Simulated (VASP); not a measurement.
# SnSe2 (P-3m1) in VASP: further runs

The runs below take SnSe2 through single point, with PBE+D3(BJ).

All numbers are computed with VASP 6.6.1; they aren't measurements. Logs are shortened: lines on timing, memory, paths and dates and some standing lists are left out, and cuts for length are marked.

## Step 1: The cell of the first run

The structure is trigonal, space group P-3m1 (No. 164). The conventional cell has a = 3.844 Å, b = 3.844 Å, c = 6.055 Å, α = 90.00°, β = 90.00°, γ = 120.00°. Sn (site symmetry -3m) has 6 Se at 2.73 Å within 3.6 Å. Se (site symmetry 3m) has 3 Sn at 2.73 Å within 3.6 Å.

## Step 2: Single point, PBE+D3(BJ)

INCAR

```
  PREC = Accurate
  ENCUT = 500
  EDIFF = 1E-6
  ISMEAR = 0
  SIGMA = 0.05
  LREAL = False
  LASPH = True
  NELM = 120
  ALGO = Normal
  ISIF = 2
  LWAVE = False
  LCHARG = False
  GGA = PE
  IVDW = 12
  NBANDS = 20
  GGA_COMPAT = False
```

KPOINTS

```
Automatic mesh
0
Gamma
  8 8 4
```

POSCAR

```
SnSe2
1.0
    3.8444143840      0.0000000000      0.0000000000
   -1.9222071920      3.3293605192      0.0000000000
    0.0000000000      0.0000000000      6.0549018944
Sn Se
1 2
Direct
    0.0000000000      0.0000000000      0.0000000000
    0.3333333333      0.6666666667      0.2638113996
    0.6666666667      0.3333333333      0.7361886004
```

Potentials or basis: VASP PAW PBE potentials, release 64 (Sn_d, Se).

Command:

```bash
> cat potpaw_PBE.64/Sn_d/POTCAR potpaw_PBE.64/Se/POTCAR > POTCAR
> mpirun -np 1 vasp_std > vasp.out
```

OUTCAR:

```text
PREC = Accurate
   ENCUT = 500
   EDIFF = 1E-6
   ISMEAR = 0
   LREAL = False
   LASPH = True
   NELM = 120
   ISIF = 2
   GGA = PE
   IVDW = 12
 IVDW          = 12

 ion  position               nearest neighbor table
   1  0.000  0.000  0.000-   2 2.73   3 2.73   2 2.73   3 2.73   3 2.73   2 2.73
   2  0.333  0.667  0.264-   1 2.73   1 2.73   1 2.73
   3  0.667  0.333  0.736-   1 2.73   1 2.73   1 2.73

  LATTYP: Found a hexagonal cell.
 ALAT       =     3.8444143840
 C/A-ratio  =     1.5749867963

  Lattice vectors:

 A1 = (   3.8444143840,   0.0000000000,   0.0000000000)
 A2 = (  -1.9222071920,   3.3293605192,   0.0000000000)
 A3 = (   0.0000000000,   0.0000000000,   6.0549018944)

Analysis of symmetry for initial positions (statically):
=====================================================================
 Subroutine PRICEL returns:
 Original cell was already a primitive cell.

 Routine SETGRP: Setting up the symmetry group for a
 hexagonal supercell.

 Subroutine GETGRP returns: Found 12 space group operations
 (whereof 12 operations were pure point group operations)
 out of a pool of 24 trial point group operations.

The static configuration has the point symmetry D_3d.

Analysis of symmetry for dynamics (positions and initial velocities):
=====================================================================
 Subroutine PRICEL returns:
 Original cell was already a primitive cell.

 Routine SETGRP: Setting up the symmetry group for a
 hexagonal supercell.

 Subroutine GETGRP returns: Found 12 space group operations
 (whereof 12 operations were pure point group operations)
 out of a pool of 24 trial point group operations.

The dynamic configuration has the point symmetry D_3d.

 Subroutine INISYM returns: Found 12 space group operations
 (whereof 12 operations are pure point group operations),
 and found     1 'primitive' translations

----------------------------------------------------------------------------------------

                                     Primitive cell

  volume of cell :      77.4994

  direct lattice vectors                    reciprocal lattice vectors
     3.844414384  0.000000000  0.000000000     0.260117641  0.150178990  0.000000000
    -1.922207192  3.329360519  0.000000000     0.000000000  0.300357980  0.000000000
     0.000000000  0.000000000  6.054901894     0.000000000  0.000000000  0.165155442

  length of vectors
     3.844414384  3.844414384  6.054901894     0.300357980  0.300357980  0.165155442

  position of ions in fractional coordinates (direct lattice)
     0.000000000  0.000000000  0.000000000
     0.333333333  0.666666667  0.263811400
     0.666666667  0.333333333  0.736188600

  ion indices of the primitive-cell ions
   primitive index   ion index
                 1           1
                 2           2
                 3           3

----------------------------------------------------------------------------------------

 KPOINTS: Automatic mesh

Automatic generation of k-mesh.
 Grid dimensions read from file:
 generate k-points for:    8    8    4

 Generating k-lattice:

  Cartesian coordinates                     Fractional coordinates (reciprocal lattice)
     0.032514705  0.018772374  0.000000000     0.125000000  0.000000000  0.000000000
     0.000000000  0.037544747  0.000000000     0.000000000  0.125000000  0.000000000
     0.000000000  0.000000000  0.041288861     0.000000000  0.000000000  0.250000000

  Length of vectors
     0.037544747  0.037544747  0.041288861

  Shift w.r.t. Gamma in fractional coordinates (k-lattice)
     0.000000000  0.000000000  0.000000000

 Subroutine IBZKPT returns following result:
 ===========================================

 Found     35 irreducible k-points:

 Following reciprocal coordinates:
            Coordinates               Weight
  0.000000  0.000000  0.000000      1.000000
  0.125000  0.000000  0.000000      6.000000
  0.250000  0.000000  0.000000      6.000000
  0.375000  0.000000  0.000000      6.000000
  0.500000  0.000000  0.000000      3.000000
  0.125000  0.125000  0.000000      6.000000
[... 16 lines left out ...]
 -0.125000  0.500000  0.250000     12.000000
  0.250000  0.250000  0.250000     12.000000
 [... further k-points ...]
   k-points           NKPTS =     35   k-points in BZ     NKDIM =     35   number of bands    NBANDS=     20
   number of dos      NEDOS =    301   number of ions     NIONS =      3
   total plane-waves  NPLWV =  37632
   dimension x,y,z NGX =    28 NGY =   28 NGZ =   48
   dimension x,y,z NGXF=    56 NGYF=   56 NGZF=   96
   ions per type =               1   2
   NGX,Y,Z   is equivalent  to a cutoff of  12.11, 12.11, 13.18 a.u.
   NGXF,Y,Z  is equivalent  to a cutoff of  24.22, 24.22, 26.36 a.u.
 SYSTEM =  unknown system
   PREC   = accura    normal or accurate (medium, high low for compatibility)
   ISTART =      0    job   : 0-new  1-cont  2-samecut
   ICHARG =      2    charge: 1-file 2-atom 10-const
   ISPIN  =      1    spin polarized calculation?
   LNONCOLLINEAR =      F non collinear calculations
   LSORBIT =      F    spin-orbit coupling
   LASPH  =      T    aspherical Exc in radial PAW
   ENCUT  =  500.0 eV  36.75 Ry    6.06 a.u.   7.01  7.01 11.04*2*pi/ulx,y,z
   NELM   =    120;   NELMIN=  2; NELMDL= -5     # of ELM steps
   EDIFF  = 0.1E-05   stopping-criterion for ELM
   LREAL  =      F    real-space projection
   EDIFFG = 0.1E-04   stopping-criterion for IOM
   NSW    =      0    number of steps for IOM
   IBRION =     -1    ionic relax: 0-MD 1-quasi-New 2-CG
   NFREE  =      0    steps in history (QN), initial steepest desc. (CG)
   ISIF   =      2    stress and relaxation
   ISYM   =      2    0-nonsym 1-usesym 2-fastsym
   POTIM  = 0.5000    time-step for ionic-motion
   TEBEG  =    0.0;   TEEND  =   0.0 temperature during run
   PSTRESS=    0.0 pullay stress
   NELECT =      26.0000    total number of electrons
   NUPDOWN=      -1.0000    fix difference up-down
   EMIN   =  10.00;   EMAX   =-10.00  energy-range for DOS
   EFERMI =   0.00;   METHOD = LEGACY
   ISMEAR =     0;   SIGMA  =   0.05  broadening in eV -4-tet -1-fermi 0-gaus
   EFERMI_NEDOS =   21; number of points for ismear=-14 and -15
   IALGO  =     38    algorithm
   IMIX   =      4    mixing-type and parameters
     AMIX     =   0.40;   BMIX     =  1.00
     AMIX_MAG =   1.60;   BMIX_MAG =  1.00
  volume/ion in A,a.u.               =      25.83       174.33
  Fermi-wavevector in a.u.,A,eV,Ry     =   1.137540  2.149638 17.605893  1.293997
  Thomas-Fermi vector in A             =   2.274245
   LORBIT       =      0    0 simple, 1 ext, 2 COOP (PROOUT), +10 PAW based schemes
   GGA     = PE    functional components
   LHFCALC =     F    Hartree Fock is set to
   AEXX    =    0.0000 exact exchange contribution
   IVDW    =    12    specifies the selected vdW correction
   LEPSILON=     F    determine dielectric tensor
   LRPA    =     F    only Hartree local field effects (RPA)
 non-spin polarized calculation
 Gauss-broadening in eV      SIGMA  =   0.05
  energy-cutoff  :      500.00
  volume of cell :       77.50
 maximum number of plane-waves:      1983
   NGX = 13   NGY = 13   NGZ = 23

 number of electron      26.0000016 magnetization

 Free energy of the ion-electron system (eV)
  ---------------------------------------------------
  ext. energy  EPLUGINS =         0.00000000
  ---------------------------------------------------
  free energy    TOTEN  =       -11.81596379 eV

  energy without entropy =      -11.81596379  energy(sigma->0) =      -11.81596379

 E-fermi :   4.4992     XC(G=0):  -9.5116

 val. band max:        4.2551110407   @ k =   0.1250   0.0000   0.0000
 cond. band min:       4.8604475657   @ k =   0.5000   0.0000   0.2500
 fundamental gap:      0.6053365250
 Fermi energy:         4.4991736666

 k-point     1 :       0.0000    0.0000    0.0000
  band No.  band energies     occupation
      1     -17.0776      2.00000
      2     -17.0776      2.00000
      3     -17.0441      2.00000
      4     -17.0332      2.00000
      5     -17.0332      2.00000
      6      -9.5734      2.00000
[... 12 lines left out ...]
     19      13.1836      0.00000
     20      13.1836      0.00000

 k-point     2 :       0.1250    0.0000    0.0000
  band No.  band energies     occupation
      1     -17.0833      2.00000
      2     -17.0724      2.00000
      3     -17.0406      2.00000
      4     -17.0364      2.00000
      5     -17.0328      2.00000
      6      -9.4265      2.00000
[... 12 lines left out ...]
     19      12.4316      0.00000
     20      13.2871      0.00000

 k-point     3 :       0.2500    0.0000    0.0000
  band No.  band energies     occupation
      1     -17.0991      2.00000
      2     -17.0625      2.00000
      3     -17.0455      2.00000
      4     -17.0289      2.00000
      5     -17.0286      2.00000
      6      -9.0113      2.00000
[... 12 lines left out ...]
     19      12.3578      0.00000
     20      13.8112      0.00000

 k-point     4 :       0.3750    0.0000    0.0000
  band No.  band energies     occupation
      1     -17.1164      2.00000
      2     -17.0578      2.00000
      3     -17.0521      2.00000
      4     -17.0197      2.00000
      5     -17.0174      2.00000
      6      -8.4336      2.00000
[... 12 lines left out ...]
     19      13.5918      0.00000
     20      14.5621      0.00000

 k-point     5 :       0.5000    0.0000    0.0000
  band No.  band energies     occupation
      1     -17.1238      2.00000
      2     -17.0571      2.00000
      3     -17.0547      2.00000
      4     -17.0146      2.00000
      5     -17.0127      2.00000
      6      -8.0488      2.00000
[... 12 lines left out ...]
     19      14.2870      0.00000
     20      15.2359      0.00000
[... 353 lines left out ...]
      6      -8.5442      2.00000
[... 12 lines left out ...]
     19      11.7435      0.00000
     20      13.4593      0.00000

 k-point    22 :       0.3750    0.1250    0.2500
  band No.  band energies     occupation
      1     -17.1160      2.00000
      2     -17.0634      2.00000
      3     -17.0503      2.00000
      4     -17.0205      2.00000
      5     -17.0131      2.00000
      6      -8.0267      2.00000
[... 12 lines left out ...]
     19      13.7241      0.00000
     20      14.7029      0.00000

 k-point    23 :      -0.1250    0.5000    0.2500
  band No.  band energies     occupation
      1     -17.1160      2.00000
      2     -17.0634      2.00000
      3     -17.0503      2.00000
      4     -17.0205      2.00000
      5     -17.0131      2.00000
      6      -8.0317      2.00000
[... 12 lines left out ...]
     19      13.1942      0.00000
     20      14.3866      0.00000

 k-point    24 :       0.2500    0.2500    0.2500
  band No.  band energies     occupation
      1     -17.1048      2.00000
      2     -17.0729      2.00000
      3     -17.0426      2.00000
      4     -17.0300      2.00000
      5     -17.0131      2.00000
      6      -8.0643      2.00000
[... 12 lines left out ...]
     19      11.6981      0.00000
     20      13.9682      0.00000

 [... further k-points ...]

------------------------ aborting loop because EDIFF is reached ----------------------------------------

 Edisp (eV)   -1.08032

 E8    (eV) :    -0.4729

  FORCE on cell =-STRESS in cart. coord.  units (eV):
  Direction    XX          YY          ZZ          XY          YZ          ZX
  --------------------------------------------------------------------------------------
  -------------------------------------------------------------------------------------
  Total      -0.13958    -0.13958    -0.19315     0.00000     0.00000    -0.00000
  in kB      -2.88554    -2.88554    -3.99303     0.00000     0.00000    -0.00000
  external pressure =       -3.25 kB  Pullay stress =        0.00 kB

 VOLUME and BASIS-vectors are now :
 -----------------------------------------------------------------------------
  energy-cutoff  :      500.00
  volume of cell :       77.50
      direct lattice vectors                 reciprocal lattice vectors
     3.844414384  0.000000000  0.000000000     0.260117641  0.150178990  0.000000000
    -1.922207192  3.329360519  0.000000000     0.000000000  0.300357980  0.000000000
     0.000000000  0.000000000  6.054901894     0.000000000  0.000000000  0.165155442

 POSITION                                       TOTAL-FORCE (eV/Angst)
 -----------------------------------------------------------------------------------
      0.00000      0.00000      0.00000         0.000000      0.000000     -0.000000
     -0.00000      2.21957      1.59735         0.000000     -0.000000     -0.019577
      1.92221      1.10979      4.45755        -0.000000      0.000000      0.019577
 -----------------------------------------------------------------------------------
    total drift:                               -0.000000     -0.000000      0.000000

  FREE ENERGIE OF THE ION-ELECTRON SYSTEM (eV)
  ---------------------------------------------------
  free  energy   TOTEN  =       -12.8962844899 eV

  energy  without entropy=      -12.8962844899  energy(sigma->0) =      -12.89628449
```

Wall time 25 s (1 thread of Intel Xeon 6975P-C (Granite Rapids), shared host); peak memory 0.21 GiB.

Results:

| Item | Value |
| --- | --- |
| Free energy | -12.8963 eV |
| Pressure | -0.3 GPa |
| Largest force | 0.020 eV/Å |
| Band gap on the k mesh | 0.61 eV, indirect (least direct gap 0.84 eV) |
| Dispersion energy per atom | -0.360 eV |

Forces in eV/Å, atoms in the order of the input:
```
Sn   0.000  0.000  0.000
Se   0.000  0.000 -0.020
Se   0.000  0.000  0.020
```

Levels at points of the mesh, in eV from the valence-band top:
```csv
k point,band 9,band 10,band 11,band 12,band 13,band 14,band 15,band 16,band 17,band 18
"(0.00, 0.00, 0.00)",-0.65,-0.65,-0.47,-0.47,-0.09,0.75,2.98,4.53,4.53,8.10
"(0.50, 0.00, 0.00)",-4.28,-3.13,-2.57,-1.57,-0.32,1.14,3.56,4.97,5.10,6.82
"(0.00, 0.00, 0.50)",-2.35,-0.80,-0.80,-0.23,-0.23,2.41,2.83,4.17,4.17,7.46
"(0.50, 0.00, 0.50)",-4.90,-2.30,-2.00,-1.02,-0.90,0.64,3.96,4.58,5.78,5.98
```

Caveat: three body term missing; spin-orbit coupling is left out, which moves the levels of the heavy elements. A k mesh can miss the band edges.

## Step 3: Single point, PBE+D3(BJ)

INCAR

```
SYSTEM = SnSe2
ALGO = Normal
EDIFF = 1E-6
ENCUT = 500
GGA = PE
GGA_COMPAT = .False.
ISIF = 2
ISMEAR = 0
IVDW = 12
LASPH = .True.
LCHARG = .False.
LREAL = .False.
LWAVE = .False.
NBANDS = 20
NELM = 120
PREC = Accurate
SIGMA = 0.05
```

KPOINTS

```
k-points
0
Gamma
  8 8 4
  0 0 0
```

POSCAR

```
SnSe2
1.0
    3.8433746781      0.0000000000      0.0000000000
   -1.9216873391      3.3284601075      0.0000000000
    0.0000000000      0.0000000000      6.0489910360
Sn Se
1 2
Direct
    0.0000000000      0.0000000000      0.0000000000
    0.3333333333      0.6666666667      0.2635131106
    0.6666666667      0.3333333333      0.7364868894
```

Potentials or basis: VASP PAW PBE potentials, release 64 (Sn_d, Se).

Command:

```bash
> cat potpaw_PBE.64/Sn_d/POTCAR potpaw_PBE.64/Se/POTCAR > POTCAR
> mpirun -np 1 vasp_std > vasp.out
```

It took 26 s on 1 thread of Intel Xeon 6975P-C (Granite Rapids), shared host; peak memory 0.22 GiB.

Results (log left out):

| Item | Value |
| --- | --- |
| Free energy | -12.8965 eV |
| Pressure | -0.2 GPa |
| Largest force | 0.013 eV/Å |
| Band gap on the k mesh | 0.61 eV, indirect (least direct gap 0.84 eV) |
| Dispersion energy per atom | -0.361 eV |

Forces on the atoms (eV/Å):
```
Sn   0.000  0.000  0.000
Se   0.000  0.000  0.013
Se   0.000  0.000 -0.013
```

Levels at points of the mesh, in eV from the valence-band top:
| k point | band 9 | band 10 | band 11 | band 12 | band 13 | band 14 | band 15 | band 16 | band 17 | band 18 |
| --- | --- | --- | --- | --- | --- | --- | --- | --- | --- | --- |
| (0.00, 0.00, 0.00) | -0.66 | -0.66 | -0.48 | -0.48 | -0.09 | 0.75 | 2.97 | 4.53 | 4.53 | 8.11 |
| (0.50, 0.00, 0.00) | -4.29 | -3.14 | -2.59 | -1.57 | -0.33 | 1.14 | 3.56 | 4.98 | 5.10 | 6.84 |
| (0.00, 0.00, 0.50) | -2.35 | -0.82 | -0.82 | -0.24 | -0.24 | 2.41 | 2.83 | 4.17 | 4.17 | 7.47 |
| (0.50, 0.00, 0.50) | -4.92 | -2.32 | -2.00 | -1.02 | -0.90 | 0.65 | 3.97 | 4.58 | 5.78 | 6.00 |

Caveat: three body term missing; spin-orbit coupling is left out, which moves the levels of the heavy elements.
